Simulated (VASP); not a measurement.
Here is a VASP 6.6.1 calculation.

The input INCAR:

```
SYSTEM = Li2O
PREC = Accurate ; ENCUT = 750
EDIFF = 1E-6 ; ISMEAR = 0
SIGMA = 0.02 ; LREAL = .False.
LASPH = .True. ; NELM = 120
ALGO = Normal ; ISIF = 2
LWAVE = .False. ; LCHARG = .False.
GGA = PE ; NBANDS = 13
GGA_COMPAT = .False.
```

File KPOINTS:

```
Automatic mesh
0
Gamma
  8 8 8
  0 0 0
```

File POSCAR:

```
Li2O
1.0
    0.0000000000      2.3095000000      2.3095000000
    2.3095000000      0.0000000000      2.3095000000
    2.3095000000      2.3095000000      0.0000000000
Li O
2 1
Direct
    0.2500000000      0.2500000000      0.2500000000
    0.7500000000      0.7500000000      0.7500000000
    0.0000000000      0.0000000000      0.0000000000
```

Potentials or basis: VASP PAW PBE potentials, release 64 (Li_sv, O).

Run with:

```console
$ cat potpaw_PBE.64/Li_sv/POTCAR potpaw_PBE.64/O/POTCAR > POTCAR
$ mpirun -np 1 vasp_std > vasp.out
```

**Question.** Estimate the pressure.

**Answer.** 0.0 GPa.

**Question.** What does it give for the band gap on the k mesh?

**Answer.** 4.98 eV (least direct gap 5.27 eV).

A k mesh can miss the band edges. PBE gaps usually lie below the measured ones, often by a third to a half.
